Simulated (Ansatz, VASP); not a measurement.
# Two plane-wave programs on Zr2O

```
Zr O
1.0
    -1.95986    1.95986    3.21437
     1.95986   -1.95986    3.21437
     1.95986    1.95986   -3.21437
Zr O
2 1
Direct
  0.59300 0.59300 0.00000
  0.40700 0.40700 0.00000
  0.00000 0.00000 0.00000
```

Alike in both runs: task single point; functional r2SCAN; k mesh 6 × 6 × 6; occupations gaussian, width 0.1 eV; no spin polarisation.

```csv
,VASP,Ansatz
version,VASP 6.6.1,Ansatz 0.2.0
potentials or method,"VASP PAW PBE potentials, release 64 (Zr_sv, O), cutoff 520 eV","scalar-relativistic, plane waves, PAW"
valence electrons in the cell,30,30
```

VASP gave:

```
gap on the k mesh at the Fermi level (eV)                     : none
pressure (GPa)                                                : 25.9
traceless stress, the component that is largest in VASP (GPa) : 96.81
rms of the force components (eV/Å)                            : 14.285
```

Problem. Estimate Ansatz's values.

Solution. gap on the k mesh at the Fermi level (eV): none; pressure (GPa): 525.5; traceless stress, the component that is largest in VASP (GPa): 1087.64; rms of the force components (eV/Å): 195.558.

VASP's potentials were made for PBE, not for r2SCAN. Atom by atom the forces differ by 181.273 eV/Å (rms over components). A gap of «none» marks a metal or a gap that the smearing closes. One of these differences is far larger than is usual between the two programs; its cause wasn't traced.

The k mesh is coarse, so the values compare programs but aren't converged.
